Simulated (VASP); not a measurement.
# SnO2 (P4_2/mmc) in VASP: single point with PBE

Aim: the single point of SnO2 with PBE.

All numbers are computed with VASP 6.6.1; they aren't measurements. Logs are shortened: lines on timing, memory, paths and dates and some standing lists are left out, and cuts for length are marked.

## (1) The cell of the first run

Symmetry: P4_2/mmc, No. 131, tetragonal system. Conventional cell: a = 3.952 Å, b = 3.952 Å, c = 7.833 Å, α = 90.00°, β = 90.00°, γ = 90.00°. Within 2.6 Å of Sn (site symmetry mmm) lie 4 O at 1.96 to 1.98 Å. Within 2.6 Å of Sn (site symmetry mmm) lie 4 O at 1.96 to 1.98 Å. Within 2.6 Å of O (site symmetry mmm) lie 2 Sn at 1.98 Å. O (site symmetry mmm) has 2 Sn at 1.98 Å within 2.6 Å. Within 2.6 Å of O (site symmetry -4m2) lie 2 Sn at 1.96 Å.

## (2) Single point, PBE

File INCAR:

```
ALGO = Normal
EDIFF = 1E-6
ENCUT = 520
GGA = PE
ISIF = 2
ISMEAR = 0
LASPH = True
LCHARG = False
LREAL = False
LWAVE = False
NBANDS = 64
NELM = 60
PREC = Accurate
SIGMA = 0.2
```

File KPOINTS:

```
k-points
0
Gamma
  6 4 4
```

File POSCAR:

```
SnO2
1.0
   -3.9519144119      0.0000000000      0.0000000000
    0.0000000000      0.0000000000     -7.8333881654
    0.0000000000     -7.9038288238      0.0000000000
Sn O
4 8
Direct
    0.0000000000      0.0000000000      1.0000000000
    0.0000000000      0.0000000000      0.5000000000
    0.0000000000      0.5000000000      1.0000000000
    0.0000000000      0.5000000000      0.5000000000
    0.5000000000      0.0000000000      1.0000000000
    0.5000000000      0.0000000000      0.5000000000
    1.0000000000      0.5000000000      0.7500000000
    1.0000000000      0.5000000000      0.2500000000
    0.0000000000      0.7500000000      0.5000000000
    0.0000000000      0.7500000000      0.0000000000
    0.0000000000      0.2500000000      0.5000000000
    0.0000000000      0.2500000000      0.0000000000
```

Potentials or basis: VASP PAW PBE potentials, release 64 (Sn_d, O).

Run with:

```
$ cat potpaw_PBE.64/Sn_d/POTCAR potpaw_PBE.64/O/POTCAR > POTCAR
$ mpirun -np 1 vasp_std > vasp.out
```

OUTCAR:

```text
EDIFF = 1E-6
   ENCUT = 520
   GGA = PE
   ISIF = 2
   ISMEAR = 0
   LASPH = True
   LREAL = False
   NELM = 60
   PREC = Accurate

 ion  position               nearest neighbor table
   1  0.000  0.000  0.000-  10 1.96  12 1.96   5 1.98   5 1.98
   2  0.000  0.000  0.500-   9 1.96  11 1.96   6 1.98   6 1.98
   3  0.000  0.500  0.000-  10 1.96  12 1.96   7 1.98   8 1.98
   4  0.000  0.500  0.500-   9 1.96  11 1.96   7 1.98   8 1.98
   5  0.500  0.000  0.000-   1 1.98   1 1.98
   6  0.500  0.000  0.500-   2 1.98   2 1.98
   7  0.000  0.500  0.750-   3 1.98   4 1.98
   8  0.000  0.500  0.250-   3 1.98   4 1.98
   9  0.000  0.750  0.500-   2 1.96   4 1.96
  10  0.000  0.750  0.000-   1 1.96   3 1.96
  11  0.000  0.250  0.500-   2 1.96   4 1.96
  12  0.000  0.250  0.000-   1 1.96   3 1.96

  LATTYP: Found a simple orthorhombic cell.
 ALAT       =     3.9519144119
 B/A-ratio  =     1.9821755607
 C/A-ratio  =     2.0000000000

  Lattice vectors:

 A1 = (  -3.9519144119,   0.0000000000,   0.0000000000)
 A2 = (   0.0000000000,   0.0000000000,  -7.8333881654)
 A3 = (   0.0000000000,  -7.9038288238,   0.0000000000)

Analysis of symmetry for initial positions (statically):
=====================================================================
 Subroutine PRICEL returns following result:

  LATTYP: Found a simple tetragonal cell.
 ALAT       =     3.9519144119
 C/A-ratio  =     1.9821755607

  Lattice vectors:

 A1 = (   3.9519144119,   0.0000000000,   0.0000000000)
 A2 = (   0.0000000000,  -3.9519144119,   0.0000000000)
 A3 = (   0.0000000000,   0.0000000000,  -7.8333881654)

   2 primitive cells build up your supercell.

 Routine SETGRP: Setting up the symmetry group for a
 simple orthorhombic supercell.

 Subroutine GETGRP returns: Found  8 space group operations
 (whereof  8 operations were pure point group operations)
 out of a pool of  8 trial point group operations.

The static configuration has the point symmetry D_2h.

Analysis of symmetry for dynamics (positions and initial velocities):
=====================================================================
 Subroutine PRICEL returns following result:

  LATTYP: Found a simple tetragonal cell.
 ALAT       =     3.9519144119
 C/A-ratio  =     1.9821755607

  Lattice vectors:

 A1 = (   3.9519144119,   0.0000000000,   0.0000000000)
 A2 = (   0.0000000000,  -3.9519144119,   0.0000000000)
 A3 = (   0.0000000000,   0.0000000000,  -7.8333881654)

   2 primitive cells build up your supercell.

 Routine SETGRP: Setting up the symmetry group for a
 simple orthorhombic supercell.

 Subroutine GETGRP returns: Found  8 space group operations
 (whereof  8 operations were pure point group operations)
 out of a pool of  8 trial point group operations.

The dynamic configuration has the point symmetry D_2h.

 Subroutine INISYM returns: Found  8 space group operations
 (whereof  8 operations are pure point group operations),
 and found     2 'primitive' translations

----------------------------------------------------------------------------------------

                                     Primitive cell

  volume of cell :     122.3389

  direct lattice vectors                    reciprocal lattice vectors
     3.951914412  0.000000000  0.000000000     0.253041917  0.000000000  0.000000000
     0.000000000 -3.951914412  0.000000000     0.000000000 -0.253041917  0.000000000
     0.000000000  0.000000000 -7.833388165     0.000000000  0.000000000 -0.127658681

  length of vectors
     3.951914412  3.951914412  7.833388165     0.253041917  0.253041917  0.127658681

  position of ions in fractional coordinates (direct lattice)
     0.000000000  0.000000000  0.000000000
     0.000000000  0.000000000  0.500000000
     0.500000000  0.000000000  0.000000000
     0.000000000  0.500000000  0.500000000
     0.000000000  0.000000000  0.750000000
     0.000000000  0.000000000  0.250000000

  ion indices of the primitive-cell ions
   primitive index   ion index
                 1           1
                 2           3
                 3           5
                 4           7
                 5          10
                 6          12

----------------------------------------------------------------------------------------

 KPOINTS: k-points

Automatic generation of k-mesh.
 Grid dimensions read from file:
 generate k-points for:    6    4    4

 Generating k-lattice:

  Cartesian coordinates                     Fractional coordinates (reciprocal lattice)
    -0.042173653  0.000000000  0.000000000     0.166666667  0.000000000  0.000000000
     0.000000000  0.000000000 -0.031914670     0.000000000  0.250000000  0.000000000
     0.000000000 -0.031630240  0.000000000     0.000000000  0.000000000  0.250000000

  Length of vectors
     0.042173653  0.031914670  0.031630240

  Shift w.r.t. Gamma in fractional coordinates (k-lattice)
     0.000000000  0.000000000  0.000000000

 Subroutine IBZKPT returns following result:
 ===========================================

 Found     36 irreducible k-points:

 Following reciprocal coordinates:
            Coordinates               Weight
  0.000000  0.000000  0.000000      1.000000
  0.166667  0.000000  0.000000      2.000000
  0.333333  0.000000  0.000000      2.000000
  0.500000  0.000000  0.000000      1.000000
  0.000000  0.250000  0.000000      2.000000
  0.166667  0.250000  0.000000      4.000000
[... 16 lines left out ...]
  0.333333  0.500000  0.250000      4.000000
  0.500000  0.500000  0.250000      2.000000
 [... further k-points ...]
   k-points           NKPTS =     36   k-points in BZ     NKDIM =     36   number of bands    NBANDS=     64
   number of dos      NEDOS =    301   number of ions     NIONS =     12
   total plane-waves  NPLWV = 108000
   dimension x,y,z NGX =    30 NGY =   60 NGZ =   60
   dimension x,y,z NGXF=    60 NGYF=  120 NGZF=  120
   ions per type =               4   8
   NGX,Y,Z   is equivalent  to a cutoff of  12.62, 12.73, 12.62 a.u.
   NGXF,Y,Z  is equivalent  to a cutoff of  25.24, 25.47, 25.24 a.u.
 SYSTEM =  unknown system
   PREC   = accura    normal or accurate (medium, high low for compatibility)
   ISTART =      0    job   : 0-new  1-cont  2-samecut
   ICHARG =      2    charge: 1-file 2-atom 10-const
   ISPIN  =      1    spin polarized calculation?
   LNONCOLLINEAR =      F non collinear calculations
   LSORBIT =      F    spin-orbit coupling
   LASPH  =      T    aspherical Exc in radial PAW
   ENCUT  =  520.0 eV  38.22 Ry    6.18 a.u.   7.35 14.56 14.70*2*pi/ulx,y,z
   NELM   =     60;   NELMIN=  2; NELMDL= -5     # of ELM steps
   EDIFF  = 0.1E-05   stopping-criterion for ELM
   LREAL  =      F    real-space projection
   EDIFFG = 0.1E-04   stopping-criterion for IOM
   NSW    =      0    number of steps for IOM
   IBRION =     -1    ionic relax: 0-MD 1-quasi-New 2-CG
   NFREE  =      0    steps in history (QN), initial steepest desc. (CG)
   ISIF   =      2    stress and relaxation
   ISYM   =      2    0-nonsym 1-usesym 2-fastsym
   POTIM  = 0.5000    time-step for ionic-motion
   TEBEG  =    0.0;   TEEND  =   0.0 temperature during run
   PSTRESS=    0.0 pullay stress
   NELECT =     104.0000    total number of electrons
   NUPDOWN=      -1.0000    fix difference up-down
   EMIN   =  10.00;   EMAX   =-10.00  energy-range for DOS
   EFERMI =   0.00;   METHOD = LEGACY
   ISMEAR =     0;   SIGMA  =   0.20  broadening in eV -4-tet -1-fermi 0-gaus
   EFERMI_NEDOS =   21; number of points for ismear=-14 and -15
   IALGO  =     38    algorithm
   IMIX   =      4    mixing-type and parameters
     AMIX     =   0.40;   BMIX     =  1.00
     AMIX_MAG =   1.60;   BMIX_MAG =  1.00
  volume/ion in A,a.u.               =      20.39       137.60
  Fermi-wavevector in a.u.,A,eV,Ry     =   1.230895  2.326054 20.614224  1.515103
  Thomas-Fermi vector in A             =   2.365726
   LORBIT       =      0    0 simple, 1 ext, 2 COOP (PROOUT), +10 PAW based schemes
   GGA     = PE    functional components
   LHFCALC =     F    Hartree Fock is set to
   AEXX    =    0.0000 exact exchange contribution
   IVDW    =     0    specifies the selected vdW correction
   LEPSILON=     F    determine dielectric tensor
   LRPA    =     F    only Hartree local field effects (RPA)
 non-spin polarized calculation
 Gauss-broadening in eV      SIGMA  =   0.20
  energy-cutoff  :      520.00
  volume of cell :      244.68
 maximum number of plane-waves:      6640
 NGX is ok and might be reduce to    30
   NGX = 15   NGY = 29   NGZ = 29

 number of electron     103.9999960 magnetization

 Free energy of the ion-electron system (eV)
  ---------------------------------------------------
  ext. energy  EPLUGINS =         0.00000000
  ---------------------------------------------------
  free energy    TOTEN  =       -63.78680314 eV

  energy without entropy =      -63.72146271  energy(sigma->0) =      -63.75413293

 E-fermi :   1.2745     XC(G=0):  -8.2017

 val. band max:        1.1851309793   @ k =   0.5000   0.0000   0.0000
 cond. band min:       1.2971936710   @ k =   0.0000   0.2500   0.2500
 fundamental gap:      0.1120626917
 Fermi energy:         1.2745058630

 k-point     1 :       0.0000    0.0000    0.0000
  band No.  band energies     occupation
      1     -20.3977      2.00000
      2     -20.3709      2.00000
      3     -20.2557      2.00000
      4     -20.2139      2.00000
      5     -20.2080      2.00000
      6     -19.8635      2.00000
[... 56 lines left out ...]
     63       8.0329      0.00000
     64       9.1669      0.00000

 k-point     2 :       0.1667    0.0000    0.0000
  band No.  band energies     occupation
      1     -20.3843      2.00000
      2     -20.3499      2.00000
      3     -20.2298      2.00000
      4     -20.1352      2.00000
      5     -20.1239      2.00000
      6     -19.8580      2.00000
[... 1530 lines left out ...]
     63       9.8136      0.00000
     64       9.8933      0.00000

 [... further k-points ...]

------------------------ aborting loop because EDIFF is reached ----------------------------------------

  FORCE on cell =-STRESS in cart. coord.  units (eV):
  Direction    XX          YY          ZZ          XY          YZ          ZX
  --------------------------------------------------------------------------------------
  -------------------------------------------------------------------------------------
  Total        0.5062468      0.4772231      1.0742880      0.0000000      0.0000000      0.0000000
  in kB        3.3149591      3.1249089      7.0345544      0.0000000      0.0000000      0.0000000
  external PRESSURE =       4.4914742 kB  Pullay stress =       0.0000000 kB

 VOLUME and BASIS-vectors are now :
 -----------------------------------------------------------------------------
  energy-cutoff  :      520.00
  volume of cell :      244.68
      direct lattice vectors                 reciprocal lattice vectors
    -3.951914412  0.000000000  0.000000000    -0.253041917  0.000000000  0.000000000
     0.000000000  0.000000000 -7.833388165     0.000000000  0.000000000 -0.127658681
     0.000000000 -7.903828824  0.000000000     0.000000000 -0.126520959  0.000000000

 POSITION                                       TOTAL-FORCE (eV/Angst)
 -----------------------------------------------------------------------------------
      0.00000      0.00000      0.00000         0.000000     -0.000000      0.000000
      0.00000     -3.95191      0.00000         0.000000     -0.000000      0.000000
      0.00000      0.00000     -3.91669         0.000000      0.000000      0.000000
      0.00000     -3.95191     -3.91669         0.000000      0.000000      0.000000
     -1.97596      0.00000      0.00000         0.000000      0.000000      0.000000
     -1.97596     -3.95191      0.00000         0.000000      0.000000      0.000000
      0.00000     -5.92787     -3.91669         0.000000     -0.000000      0.000000
      0.00000     -1.97596     -3.91669         0.000000     -0.000000      0.000000
      0.00000     -3.95191     -5.87504         0.000000      0.000000     -0.000173
      0.00000      0.00000     -5.87504         0.000000      0.000000     -0.000173
      0.00000     -3.95191     -1.95835         0.000000      0.000000      0.000173
      0.00000      0.00000     -1.95835         0.000000      0.000000      0.000173
 -----------------------------------------------------------------------------------
    total drift:                               -0.000000     -0.000000     -0.000000

  FREE ENERGIE OF THE ION-ELECTRON SYSTEM (eV)
  ---------------------------------------------------
  free  energy   TOTEN  =       -63.7868031439 eV

  energy  without entropy=      -63.7214627097  energy(sigma->0) =      -63.75413293
```

Run time: 16 min. Hardware: 1 thread of Intel Xeon Platinum 8259CL at 2.50GHz (Skylake/Cascade Lake), shared host; peak memory 0.55 GiB.

Results:

| Item | Value |
| --- | --- |
| Free energy | -63.7868 eV |
| Pressure | 0.4 GPa |
| Band gap on the k mesh | zero (bands 52 and 53 overlap by 0.10 eV) |

Stress tensor (GPa, compression positive):
```
0.33 0.00 0.00
0.00 0.31 0.00
0.00 0.00 0.70
```

Caveat: semilocal functionals underestimate gaps, and a narrow one can read as zero; spin-orbit coupling is left out, which moves the levels of the heavy elements.

The gap in the log of VASP goes by the Fermi energy; the results here count the filled bands.